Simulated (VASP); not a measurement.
Input of a VASP 6.6.1 run:

File INCAR:

```
PREC = Accurate ; ENCUT = 520
EDIFF = 1E-6 ; ISMEAR = -1
SIGMA = 0.03 ; LREAL = False
LASPH = True ; NELM = 100
ALGO = Normal ; ISIF = 2
LWAVE = False ; LCHARG = True
GGA = PS ; LELF = True
LVHAR = True ; NBANDS = 20
```

KPOINTS

```
regular mesh
0
Gamma
  4 4 4
```

POSCAR

```
CaSiH6
1.0
    3.1525125916      1.8201039948      1.9452874403
   -3.1525125916      1.8201039948      1.9452874403
    0.0000000000     -3.6402079854      1.9452874442
Ca Si H
1 1 6
Direct
    0.5000000000      0.5000000000      0.5000000000
    0.0000000000      0.0000000000      0.0000000000
    0.9304365857      0.2823010769      0.2823010769
    0.2823010769      0.9304365857      0.2823010769
    0.2823010769      0.2823010769      0.9304365857
    0.0695634143      0.7176989231      0.7176989231
    0.7176989231      0.0695634143      0.7176989231
    0.7176989231      0.7176989231      0.0695634143
```

Potentials or basis: VASP PAW PBE potentials, release 64 (Ca_sv, Si, H).

Launch:

```bash
$ cat potpaw_PBE.64/Ca_sv/POTCAR potpaw_PBE.64/Si/POTCAR potpaw_PBE.64/H/POTCAR > POTCAR
$ mpirun -np 1 vasp_std > vasp.out
```

Task: Estimate the pressure.

Result: 0.0 GPa.

Task: Predict the band gap on the k mesh.

Result: 1.48 eV (least direct gap 3.04 eV).

Task: Predict the largest force.

Result: 0.005 eV/Å.

Stress tensor (GPa, compression positive):
```
-0.06  0.00  0.00
 0.00 -0.06  0.00
 0.00  0.00  0.05
```

Caveat: the PAW data sets were made with another functional, which shifts forces and pressure a little. A k mesh can miss the band edges.
